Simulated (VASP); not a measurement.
The system is Ta.

```xyz
4
Lattice="4.1600 0.0000 0.0000 0.0000 4.1600 0.0000 0.0000 0.0000 4.1600" Properties=species:S:1:pos:R:3 pbc="T T T"
Ta    0.0000    0.0000    0.0000
Ta    0.0000    2.0800    2.0800
Ta    2.0800    0.0000    2.0800
Ta    2.0800    2.0800    0.0000
```

This isn't the form of Ta at room conditions, which is bcc.

```yaml
Program: VASP 6.6.1
Task: relaxation of volume and atoms at fixed shape
Functional: PBEsol
Potentials_or_basis: VASP PAW PBE potentials, release 64 (Ta_pv)
Cutoff: 600 eV
k_mesh: 4 × 4 × 4
Occupations: fermi-dirac, width 0.05 eV
Spin: no spin polarisation
```

At the start: pressure 3.8 GPa; volume 18.00 Å³/atom.

Q: Where does the relaxation end?

A: Over 3 steps the energy falls by 4.4 meV/atom and the volume is 18.37 Å³/atom (+2.1 %); space group Fm-3m (No. 225, to 0.1 Å) before and after.

Step by step:
```csv
step,energy change (eV),largest force (eV/Å),pressure (GPa),volume (Å³)
1,0.0000,0.0000,3.85,71.99
2,0.0568,0.0000,-7.44,76.59
3,-0.0175,0.0000,-0.03,73.48
```

Final structure:
```
Ta
1.0
     4.18847    0.00000    0.00000
     0.00000    4.18847    0.00000
     0.00000    0.00000    4.18847
Ta
4
Cartesian
  0.0000 0.0000 0.0000
  0.0000 2.0942 2.0942
  2.0942 0.0000 2.0942
  2.0942 2.0942 0.0000
```

Caveat: the k points lie up to 0.38 Å⁻¹ apart in the final cell, too coarse for converged energies and pressures of a metal; the PAW data sets were made with another functional, which shifts forces and pressure a little.
